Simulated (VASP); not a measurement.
Runs of VASP 6.6.1 on TiC. The structure is that of space group Fm-3m (No. 225), or close to it. The cells are those of the table. 

| task | cell | gap on the mesh (eV) | pressure (GPa) |
| --- | --- | --- | --- |
| single point | a = 3.044 Å, angles 60.0°, 2 atoms | none | (a) |
| single point | a = 3.064 Å, angles 60.0°, 2 atoms | none | 0.1 |
| single point | a = 3.084 Å, angles 60.0°, 2 atoms | none | -4.7 |
| relaxation of cell and atoms | relaxed from a = 3.055 Å, angles 60.0°, 2 atoms | none | 0.0 |

Alike in all rows: level PBE; potentials or basis VASP PAW PBE potentials, release 64 (Ti_sv, C); no spin polarisation; k mesh 7 × 7 × 7; cutoff (eV) 600; smearing gaussian 0.1 eV.

Problem. Estimate the missing entries.

Solution. (a) 5.4.

Caveats: some runs use coarse meshes.

A gap of «none» marks levels without a gap at the run's occupations.
